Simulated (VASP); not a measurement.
Runs of VASP 6.6.1 on SiNi. The structure is that of space group P2_13 (No. 198), or close to it. The cells are those of the table. 

| cell | gap on the mesh (eV) | pressure (GPa) |
| --- | --- | --- |
| a = 4.330 Å, 8 atoms | none | 23.8 |
| a = 4.377 Å, 8 atoms | none | 14.6 |
| a = 4.556 Å, 8 atoms | none | (a) |
| a = 4.423 Å, 8 atoms | none | 6.8 |
| a = 4.612 Å, 8 atoms | none | (b) |

Alike in all rows: task single point; level PBEsol; potentials or basis VASP PAW PBE potentials, release 64 (Si, Ni); no spin polarisation; k mesh 8 × 8 × 8; cutoff (eV) 520; smearing gaussian 0.1 eV.

Q: Estimate the missing entries.

A: (a) -9.9; (b) -14.9.

Caveats: the PAW data sets were made with another functional, which shifts forces and pressure a little.

A gap of «none» marks levels without a gap at the run's occupations.
